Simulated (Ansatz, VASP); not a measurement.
# Two plane-wave programs on Au

POSCAR

```
Au
1.0
    2.8999984104      0.0000000000      0.0000000000
   -1.4499992052      2.5114722944      0.0000000000
    0.0000000000      0.0000000000      4.8800000000
Au
2
Direct
    0.3333333333      0.6666666667      0.7500000000
    0.6666666667      0.3333333333      0.2500000000
```

File INCAR.step1:

```
SYSTEM = Au
PREC     = Accurate       ! precision mode
ENCUT    = 520            ! plane-wave cutoff, eV
ISMEAR   = 0              ! smearing method
SIGMA    = 0.15           ! smearing width, eV
LREAL    = .False.        ! projectors in reciprocal space
LASPH    = .True.         ! aspherical terms in the spheres
NELM     = 60             ! most SCF steps
NBANDS   = 18             ! bands
GGA      = PE             ! functional
ALGO     = Normal         ! electronic algorithm
EDIFF    = 1E-4           ! SCF threshold, eV
LWAVE    = .True.         ! write WAVECAR
LCHARG   = .False.        ! write CHGCAR
```

INCAR.step2

```
SYSTEM = Au
PREC     = Accurate       ! precision mode
ENCUT    = 520            ! plane-wave cutoff, eV
EDIFF    = 1E-6           ! SCF threshold, eV
ISMEAR   = 0              ! smearing method
SIGMA    = 0.15           ! smearing width, eV
LREAL    = .False.        ! projectors in reciprocal space
LASPH    = .True.         ! aspherical terms in the spheres
NELM     = 60             ! most SCF steps
ALGO     = Normal         ! electronic algorithm
ISIF     = 2              ! what is computed and relaxed
LWAVE    = .False.        ! write WAVECAR
LCHARG   = .False.        ! write CHGCAR
METAGGA  = R2SCAN         ! meta-GGA
LMIXTAU  = .True.       
NBANDS   = 18             ! bands
ISTART   = 1
```

KPOINTS

```
Automatic mesh
0
Gamma
  24 24 12
  0 0 0
```

Input for Ansatz:

```yaml
crystal:
  lattice:
    - [2.8999984104, 0.0, 0.0]
    - [-1.4499992052, 2.5114722944, 0.0]
    - [0.0, 0.0, 4.88]
  atoms:
    - { symbol: Au, position: [0.3333333333, 0.6666666667, 0.75] }
    - { symbol: Au, position: [0.6666666667, 0.3333333333, 0.25] }
basis:
  ecutwfc: 500
kpoints:
  mp_grid: { grid: [24, 24, 12] }
hamiltonian:
  xc: r2scan
scf:
  occupations: { method: gaussian, width: 0.15 }
output:
  forces: true
  stress: true
  eigenvalues: true
  write_density: true
  write_potential: true
  elf: true
  volumetric_format: npy
```

Alike in both runs: task single point; functional r2SCAN; k mesh 24 × 24 × 12; occupations gaussian, width 0.15 eV; no spin polarisation.

|  | VASP | Ansatz |
| --- | --- | --- |
| version | VASP 6.6.1 | Ansatz 0.2.0 |
| potentials or method | VASP PAW PBE potentials, release 64 (Au), cutoff 520 eV | scalar-relativistic, plane waves, PAW |
| valence electrons in the cell | 22 | 38 |

|  | VASP | Ansatz | Ansatz less VASP |
| --- | --- | --- | --- |
| gap on the k mesh at the Fermi level (eV) | none | none | - |
| pressure (GPa) | -1.3 | -1.5 | -0.24 |
| traceless stress, the component that is largest in VASP (GPa) | -0.17 | -0.14 | +0.031 |

VASP's potentials were made for PBE, not for r2SCAN. A gap of «none» marks a metal or a gap that the smearing closes. VASP's potentials hold 22 valence electrons a cell and Ansatz's 38, so a difference there can come from the potentials and not from the codes.

Neither program's run includes spin-orbit coupling.
